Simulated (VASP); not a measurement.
# NaCa2H2 (P4/mmm) in VASP: single point with PBE

Aim: the single point of NaCa2H2 with PBE.

Program: VASP 6.6.1. These are calculated values, not measurements. Logs are shortened: lines on timing, memory, paths and dates and some standing lists are left out, and cuts for length are marked.

## Step 1: The cell of the first run

The structure is tetragonal, space group P4/mmm (No. 123). The conventional cell has a = 4.315 Å, b = 4.315 Å, c = 6.369 Å, α = 90.00°, β = 90.00°, γ = 90.00°. Within 1.3 Å of Na (site symmetry 4/mmm) lie 2 H at 0.95 Å. Within 2.9 Å of Ca (site symmetry mmm) lie 2 Na at 2.16 Å and 4 H at 2.36 Å. H (site symmetry 4mm) has 1 Na at 0.95 Å within 1.3 Å.

The cell was generated, and may not be a known phase.

## Step 2: Single point, PBE

The input, INCAR:

```
PREC = Accurate
ENCUT = 1130
EDIFF = 1E-6
ISMEAR = 0
SIGMA = 0.1
LREAL = F
LASPH = T
NELM = 120
ALGO = Normal
ISIF = 2
LWAVE = F
LCHARG = T
GGA = PE
LELF = T
LVHAR = T
NBANDS = 24
GGA_COMPAT = F
```

The input, KPOINTS:

```
regular mesh
0
Gamma
  4 4 4
```

The input, POSCAR:

```
NaCa2H2
1.0
    4.3147487500      0.0000000000      0.0000000000
    0.0000000000      4.3147487500      0.0000000000
    0.0000000000      0.0000000000      6.3688268500
Na Ca H
1 2 2
Direct
    0.0000000000      0.0000000000      0.0000000000
    0.0000000000      0.5000000000      0.0000000000
    0.5000000000      0.0000000000      0.0000000000
    0.0000000000      0.0000000000      0.1485385900
    0.0000000000      0.0000000000      0.8514614100
```

Potentials or basis: VASP PAW PBE potentials, release 64 (Na_sv, Ca_sv, H).

Command:

```
$ cat potpaw_PBE.64/Na_sv/POTCAR potpaw_PBE.64/Ca_sv/POTCAR potpaw_PBE.64/H/POTCAR > POTCAR
$ mpirun -np 1 vasp_std > vasp.out
```

OUTCAR:

```text
PREC = Accurate
   ENCUT = 1130
   EDIFF = 1E-6
   ISMEAR = 0
   LREAL = F
   LASPH = T
   NELM = 120
   ISIF = 2
   GGA = PE

 ion  position               nearest neighbor table
   1  0.000  0.000  0.000-   4 0.95   5 0.95   2 2.16   3 2.16   2 2.16   3 2.16
   2  0.000  0.500  0.000-   1 2.16   1 2.16   3 3.05   3 3.05   3 3.05   3 3.05
   3  0.500  0.000  0.000-   1 2.16   1 2.16   2 3.05   2 3.05   2 3.05   2 3.05
   4  0.000  0.000  0.149-   1 0.95
   5  0.000  0.000  0.851-   1 0.95

  LATTYP: Found a simple tetragonal cell.
 ALAT       =     4.3147487500
 C/A-ratio  =     1.4760597242

  Lattice vectors:

 A1 = (   4.3147487500,   0.0000000000,   0.0000000000)
 A2 = (   0.0000000000,   4.3147487500,   0.0000000000)
 A3 = (   0.0000000000,   0.0000000000,   6.3688268500)

Analysis of symmetry for initial positions (statically):
=====================================================================
 Subroutine PRICEL returns:
 Original cell was already a primitive cell.

 Routine SETGRP: Setting up the symmetry group for a
 simple tetragonal supercell.

 Subroutine GETGRP returns: Found 16 space group operations
 (whereof 16 operations were pure point group operations)
 out of a pool of 16 trial point group operations.

The static configuration has the point symmetry D_4h.

Analysis of symmetry for dynamics (positions and initial velocities):
=====================================================================
 Subroutine PRICEL returns:
 Original cell was already a primitive cell.

 Routine SETGRP: Setting up the symmetry group for a
 simple tetragonal supercell.

 Subroutine GETGRP returns: Found 16 space group operations
 (whereof 16 operations were pure point group operations)
 out of a pool of 16 trial point group operations.

The dynamic configuration has the point symmetry D_4h.

 Subroutine INISYM returns: Found 16 space group operations
 (whereof 16 operations are pure point group operations),
 and found     1 'primitive' translations

----------------------------------------------------------------------------------------

                                     Primitive cell

  volume of cell :     118.5688

  direct lattice vectors                    reciprocal lattice vectors
     4.314748750  0.000000000  0.000000000     0.231763205  0.000000000  0.000000000
     0.000000000  4.314748750  0.000000000     0.000000000  0.231763205  0.000000000
     0.000000000  0.000000000  6.368826850     0.000000000  0.000000000  0.157014788

  length of vectors
     4.314748750  4.314748750  6.368826850     0.231763205  0.231763205  0.157014788

  position of ions in fractional coordinates (direct lattice)
     0.000000000  0.000000000  0.000000000
     0.000000000  0.500000000  0.000000000
     0.500000000  0.000000000  0.000000000
     0.000000000  0.000000000  0.148538590
     0.000000000  0.000000000  0.851461410

  ion indices of the primitive-cell ions
   primitive index   ion index
                 1           1
                 2           2
                 3           3
                 4           4
                 5           5

----------------------------------------------------------------------------------------

 KPOINTS: regular mesh

Automatic generation of k-mesh.
 Grid dimensions read from file:
 generate k-points for:    4    4    4

 Generating k-lattice:

  Cartesian coordinates                     Fractional coordinates (reciprocal lattice)
     0.057940801  0.000000000  0.000000000     0.250000000  0.000000000  0.000000000
     0.000000000  0.057940801  0.000000000     0.000000000  0.250000000  0.000000000
     0.000000000  0.000000000  0.039253697     0.000000000  0.000000000  0.250000000

  Length of vectors
     0.057940801  0.057940801  0.039253697

  Shift w.r.t. Gamma in fractional coordinates (k-lattice)
     0.000000000  0.000000000  0.000000000

 Subroutine IBZKPT returns following result:
 ===========================================

 Found     18 irreducible k-points:

 Following reciprocal coordinates:
            Coordinates               Weight
  0.000000  0.000000  0.000000      1.000000
  0.250000  0.000000  0.000000      4.000000
  0.500000  0.000000  0.000000      2.000000
  0.250000  0.250000  0.000000      4.000000
  0.500000  0.250000  0.000000      4.000000
  0.500000  0.500000  0.000000      1.000000
[... 10 lines left out ...]
  0.500000  0.250000  0.500000      4.000000
  0.500000  0.500000  0.500000      1.000000
   k-points           NKPTS =     18   k-points in BZ     NKDIM =     18   number of bands    NBANDS=     24
   number of dos      NEDOS =    301   number of ions     NIONS =      5
   total plane-waves  NPLWV = 161280
   dimension x,y,z NGX =    48 NGY =   48 NGZ =   70
   dimension x,y,z NGXF=    96 NGYF=   96 NGZF=  140
   ions per type =               1   2   2
   NGX,Y,Z   is equivalent  to a cutoff of  18.49, 18.49, 18.27 a.u.
   NGXF,Y,Z  is equivalent  to a cutoff of  36.99, 36.99, 36.54 a.u.
 SYSTEM =  unknown system
   PREC   = accura    normal or accurate (medium, high low for compatibility)
   ISTART =      0    job   : 0-new  1-cont  2-samecut
   ICHARG =      2    charge: 1-file 2-atom 10-const
   ISPIN  =      1    spin polarized calculation?
   LNONCOLLINEAR =      F non collinear calculations
   LSORBIT =      F    spin-orbit coupling
   LASPH  =      T    aspherical Exc in radial PAW
   ENCUT  = 1130.0 eV  83.05 Ry    9.11 a.u.  11.83 11.83 17.46*2*pi/ulx,y,z
   NELM   =    120;   NELMIN=  2; NELMDL= -5     # of ELM steps
   EDIFF  = 0.1E-05   stopping-criterion for ELM
   LREAL  =      F    real-space projection
   EDIFFG = 0.1E-04   stopping-criterion for IOM
   NSW    =      0    number of steps for IOM
   IBRION =     -1    ionic relax: 0-MD 1-quasi-New 2-CG
   NFREE  =      0    steps in history (QN), initial steepest desc. (CG)
   ISIF   =      2    stress and relaxation
   ISYM   =      2    0-nonsym 1-usesym 2-fastsym
   POTIM  = 0.5000    time-step for ionic-motion
   TEBEG  =    0.0;   TEEND  =   0.0 temperature during run
   PSTRESS=    0.0 pullay stress
   NELECT =      31.0000    total number of electrons
   NUPDOWN=      -1.0000    fix difference up-down
   EMIN   =  10.00;   EMAX   =-10.00  energy-range for DOS
   EFERMI =   0.00;   METHOD = LEGACY
   ISMEAR =     0;   SIGMA  =   0.10  broadening in eV -4-tet -1-fermi 0-gaus
   EFERMI_NEDOS =   21; number of points for ismear=-14 and -15
   IALGO  =     38    algorithm
   IMIX   =      4    mixing-type and parameters
     AMIX     =   0.40;   BMIX     =  1.00
     AMIX_MAG =   1.60;   BMIX_MAG =  1.00
  volume/ion in A,a.u.               =      23.71       160.03
  Fermi-wavevector in a.u.,A,eV,Ry     =   1.046820  1.978202 14.909694  1.095832
  Thomas-Fermi vector in A             =   2.181674
   LORBIT       =      0    0 simple, 1 ext, 2 COOP (PROOUT), +10 PAW based schemes
   GGA     = PE    functional components
   LHFCALC =     F    Hartree Fock is set to
   AEXX    =    0.0000 exact exchange contribution
   IVDW    =     0    specifies the selected vdW correction
   LEPSILON=     F    determine dielectric tensor
   LRPA    =     F    only Hartree local field effects (RPA)
 non-spin polarized calculation
 Gauss-broadening in eV      SIGMA  =   0.10
  energy-cutoff  :     1130.00
  volume of cell :      118.57
 maximum number of plane-waves:     10268
 NGX is ok and might be reduce to    48
   NGX = 23   NGY = 23   NGZ = 35

 number of electron      30.9999996 magnetization

 Free energy of the ion-electron system (eV)
  ---------------------------------------------------
  ext. energy  EPLUGINS =         0.00000000
  ---------------------------------------------------
  free energy    TOTEN  =        13.21247607 eV

  energy without entropy =       13.23147056  energy(sigma->0) =       13.22197332

 E-fermi :   1.6679     XC(G=0):  -6.6445

 val. band max:        1.6596915213   @ k =   0.2500   0.2500   0.0000
 cond. band min:       1.6756418265   @ k =   0.2500   0.2500   0.2500
 fundamental gap:      0.0159503052
 Fermi energy:         1.6679148062

 k-point     1 :       0.0000    0.0000    0.0000
  band No.  band energies     occupation
      1     -58.2646      2.00000
      2     -40.3345      2.00000
      3     -40.1661      2.00000
      4     -32.0710      2.00000
      5     -29.7114      2.00000
      6     -29.7114      2.00000
[... 16 lines left out ...]
     23       5.5798      0.00000
     24       5.8005      0.00000

 k-point     2 :       0.2500    0.0000    0.0000
  band No.  band energies     occupation
      1     -58.2640      2.00000
      2     -40.3261      2.00000
      3     -40.2039      2.00000
      4     -32.0695      2.00000
      5     -29.7084      2.00000
      6     -29.5477      2.00000
[... 16 lines left out ...]
     23       5.0661      0.00000
     24       5.4832      0.00000

 k-point     3 :       0.5000    0.0000    0.0000
  band No.  band energies     occupation
      1     -58.2634      2.00000
      2     -40.3091      2.00000
      3     -40.2498      2.00000
      4     -32.0679      2.00000
      5     -29.7055      2.00000
      6     -29.3767      2.00000
[... 16 lines left out ...]
     23       4.4415      0.00000
     24       4.8797      0.00000

 k-point     4 :       0.2500    0.2500    0.0000
  band No.  band energies     occupation
      1     -58.2634      2.00000
      2     -40.3210      2.00000
      3     -40.2376      2.00000
      4     -32.0678      2.00000
      5     -29.5486      2.00000
      6     -29.5419      2.00000
[... 16 lines left out ...]
     23       4.7891      0.00000
     24       5.2834      0.00000

 k-point     5 :       0.5000    0.2500    0.0000
  band No.  band energies     occupation
      1     -58.2628      2.00000
      2     -40.3082      2.00000
      3     -40.2787      2.00000
      4     -32.0663      2.00000
      5     -29.5428      2.00000
      6     -29.3745      2.00000
[... 16 lines left out ...]
     23       4.8852      0.00000
     24       4.9116      0.00000

 k-point     6 :       0.5000    0.5000    0.0000
  band No.  band energies     occupation
      1     -58.2623      2.00000
      2     -40.3073      2.00000
      3     -40.3073      2.00000
      4     -32.0646      2.00000
      5     -29.3724      2.00000
      6     -29.3724      2.00000
[... 16 lines left out ...]
     23       5.4929      0.00000
     24       5.6288      0.00000
[... 217 lines left out ...]
 k-point    15 :       0.5000    0.0000    0.5000
  band No.  band energies     occupation
      1     -58.2634      2.00000
      2     -40.3091      2.00000
      3     -40.2498      2.00000
      4     -32.0678      2.00000
      5     -29.7054      2.00000
      6     -29.3766      2.00000
[... 16 lines left out ...]
     23       4.4074      0.00000
     24       4.8831      0.00000

 k-point    16 :       0.2500    0.2500    0.5000
  band No.  band energies     occupation
      1     -58.2634      2.00000
      2     -40.3210      2.00000
      3     -40.2376      2.00000
      4     -32.0679      2.00000
      5     -29.5487      2.00000
      6     -29.5419      2.00000
[... 16 lines left out ...]
     23       4.5134      0.00000
     24       5.2990      0.00000

 k-point    17 :       0.5000    0.2500    0.5000
  band No.  band energies     occupation
      1     -58.2628      2.00000
      2     -40.3082      2.00000
      3     -40.2787      2.00000
      4     -32.0662      2.00000
      5     -29.5428      2.00000
      6     -29.3745      2.00000
[... 16 lines left out ...]
     23       4.6429      0.00000
     24       4.9360      0.00000

 k-point    18 :       0.5000    0.5000    0.5000
  band No.  band energies     occupation
      1     -58.2623      2.00000
      2     -40.3073      2.00000
      3     -40.3073      2.00000
      4     -32.0646      2.00000
      5     -29.3724      2.00000
      6     -29.3724      2.00000
[... 16 lines left out ...]
     23       4.7464      0.00000
     24       4.7464      0.00000

------------------------ aborting loop because EDIFF is reached ----------------------------------------

  FORCE on cell =-STRESS in cart. coord.  units (eV):
  Direction    XX          YY          ZZ          XY          YZ          ZX
  --------------------------------------------------------------------------------------
  -------------------------------------------------------------------------------------
  Total       20.7828588     20.7828588     52.7250093      0.0000000     -0.0000000      0.0000000
  in kB      280.8312315    280.8312315    712.4539227      0.0000000     -0.0000000      0.0000000
  external PRESSURE =     424.7054619 kB  Pullay stress =       0.0000000 kB

 VOLUME and BASIS-vectors are now :
 -----------------------------------------------------------------------------
  energy-cutoff  :     1130.00
  volume of cell :      118.57
      direct lattice vectors                 reciprocal lattice vectors
     4.314748750  0.000000000  0.000000000     0.231763205  0.000000000  0.000000000
     0.000000000  4.314748750  0.000000000     0.000000000  0.231763205  0.000000000
     0.000000000  0.000000000  6.368826850     0.000000000  0.000000000  0.157014788

 POSITION                                       TOTAL-FORCE (eV/Angst)
 -----------------------------------------------------------------------------------
      0.00000      0.00000      0.00000         0.000000      0.000000     -0.000000
      0.00000      2.15737      0.00000         0.000000      0.000000     -0.000000
      2.15737      0.00000      0.00000         0.000000      0.000000     -0.000000
      0.00000      0.00000      0.94602        -0.000000     -0.000000     27.966998
      0.00000      0.00000      5.42281         0.000000     -0.000000    -27.966998
 -----------------------------------------------------------------------------------
    total drift:                                0.000000      0.000000      0.000000

  FREE ENERGIE OF THE ION-ELECTRON SYSTEM (eV)
  ---------------------------------------------------
  free  energy   TOTEN  =        13.2124760744 eV

  energy  without entropy=       13.2314705593  energy(sigma->0) =       13.22197332
```

Wall time 3 min (1 thread of Intel Xeon Platinum 8259CL at 2.50GHz (Skylake/Cascade Lake), shared host); peak memory 0.49 GiB.

Results:

* Free energy: 13.2125 eV
* Pressure: 42.5 GPa
* Largest force: 27.967 eV/Å
* Band gap on the k mesh: zero (an odd number of electrons rules out a gap without spin polarisation)

Forces on the atoms (eV/Å):
```
Na    0.000   0.000   0.000
Ca    0.000   0.000   0.000
Ca    0.000   0.000   0.000
H     0.000   0.000  27.967
H     0.000   0.000 -27.967
```

Caveat: the k points lie up to 0.36 Å⁻¹ apart, too coarse for converged energies and pressures of a metal; atoms lie so close that the PAW spheres overlap strongly, which falsifies energies and pressures; forces of over 1 eV/Å act on the atoms, so gaps and moduli don't describe the material at rest.
